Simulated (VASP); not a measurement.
Set up this calculation in VASP 6.6.1, as the native input.

```
Task                   : single point
Functional             : r2SCAN
Potentials or basis    : VASP PAW PBE potentials, release 64 (Ru_pv)
Cutoff                 : 520 eV
k mesh                 : 24 × 24 × 14
Occupations            : gaussian, width 0.15 eV
Spin                   : no spin polarisation
Dipole correction      : no
Further INCAR settings : ALGO = Normal; EDIFF = 1e-06; NBANDS = 21
```

Ru:

```xyz
2
Lattice="2.7023 0.0000 0.0000 -1.3512 2.3403 0.0000 0.0000 0.0000 4.2020" Properties=species:S:1:pos:R:3 pbc="T T T"
Ru    0.0000    1.5602    1.0505
Ru    1.3512    0.7801    3.1515
```

This cell differs from its parent crystal: strain -0.0150 x Voigt [0, 0, 1, 0, 0, 0].

One way to write it, as run:

POSCAR

```
Ru
1.0
    2.7023482492      0.0000000000      0.0000000000
   -1.3511741246      2.3403022337      0.0000000000
    0.0000000000      0.0000000000      4.2019760381
Ru
2
Direct
    0.3333333333      0.6666666667      0.2500000000
    0.6666666667      0.3333333333      0.7500000000
```

INCAR.step1

```
SYSTEM = Ru
  PREC = Accurate
  ENCUT = 520
  ISMEAR = 0
  SIGMA = 0.15
  LREAL = .FALSE.
  LASPH = .TRUE.
  NELM = 80
  NBANDS = 21
  GGA = PE
  ALGO = Normal
  EDIFF = 1E-4
  LWAVE = .TRUE.
  LCHARG = .FALSE.
```

INCAR.step2

```
SYSTEM = Ru
  PREC = Accurate
  ENCUT = 520
  EDIFF = 1E-6
  ISMEAR = 0
  SIGMA = 0.15
  LREAL = .FALSE.
  LASPH = .TRUE.
  NELM = 80
  ALGO = Normal
  ISIF = 2
  LWAVE = .FALSE.
  LCHARG = .FALSE.
  METAGGA = R2SCAN
  LMIXTAU = .TRUE.
  NBANDS = 21
  ISTART = 1
```

KPOINTS

```
regular mesh
0
G
  24 24 14
  0 0 0
```

Potentials or basis: VASP PAW PBE potentials, release 64 (Ru_pv).

Launch:

```bash
$ cat potpaw_PBE.64/Ru_pv/POTCAR > POTCAR
$ cp INCAR.step1 INCAR
$ mpirun -np 1 vasp_std > vasp.out
$ cp INCAR.step2 INCAR
$ mpirun -np 1 vasp_std > vasp.out
```

It gave:

* Pressure: 7.4 GPa
* Band gap on the k mesh: zero (band 14 reaches 14.78 eV, above the bottom of band 15 at 11.31 eV)

Caveat: the cell differs from its parent crystal (strain -0.0150 x Voigt [0, 0, 1, 0, 0, 0]); the PAW data sets were made with another functional, which shifts forces and pressure a little.

Wall time 12 min on 1 thread of Oxide Virtual Turin-like Processor, on a shared host, peak memory 0.28 GiB.
